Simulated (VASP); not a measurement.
Set up this calculation in VASP 6.6.1, as the native input.

```
Task                   : single point
Functional             : PBE
Potentials or basis    : VASP PAW PBE potentials, release 64 (Rb_sv)
Cutoff                 : 520 eV
k mesh                 : 6 × 6 × 6
Occupations            : fermi-dirac, width 0.1 eV
Spin                   : no spin polarisation
Dipole correction      : no
Further INCAR settings : ALGO = Normal; EDIFF = 1e-06; NBANDS = 16
```

The structure of Rb lies in POSCAR:

```
Rb
1.0
    0.0000000000      4.9811226404      4.9811226404
    4.9811226404      0.0000000000      4.9811226404
    4.9811226404      4.9811226404      0.0000000000
Rb
2
Direct
    0.1250000000      0.1250000000      0.1250000000
    0.8750000000      0.8750000000      0.8750000000
```

This cell differs from its parent crystal: volume scaled by 0.88.

The input as run:

INCAR

```
PREC     = Accurate       # precision mode
ENCUT    = 520            # plane-wave cutoff, eV
EDIFF    = 1E-6           # SCF threshold, eV
ISMEAR   = -1             # smearing method
SIGMA    = 0.1            # smearing width, eV
LREAL    = F              # projectors in reciprocal space
LASPH    = T              # aspherical terms in the spheres
NELM     = 100            # most SCF steps
ALGO     = Normal         # electronic algorithm
ISIF     = 2              # what is computed and relaxed
LWAVE    = F              # write WAVECAR
LCHARG   = F              # write CHGCAR
GGA      = PE             # functional
NBANDS   = 16             # bands
```

KPOINTS

```
Automatic mesh
0
Gamma
  6 6 6
```

Potentials or basis: VASP PAW PBE potentials, release 64 (Rb_sv).

The run is started by

```sh
$ cat potpaw_PBE.64/Rb_sv/POTCAR > POTCAR
$ mpirun -np 1 vasp_std > vasp.out
```

It gave:

| Quantity | Value |
| --- | --- |
| Pressure | 0.2 GPa |
| Band gap on the k mesh | zero (band 9 reaches -0.35 eV, above the bottom of band 10 at -0.55 eV) |

Wall time 49 s on 1 thread of AMD EPYC 9R45 96-Core Processor (Zen 5), on a shared host, peak memory 0.37 GiB.
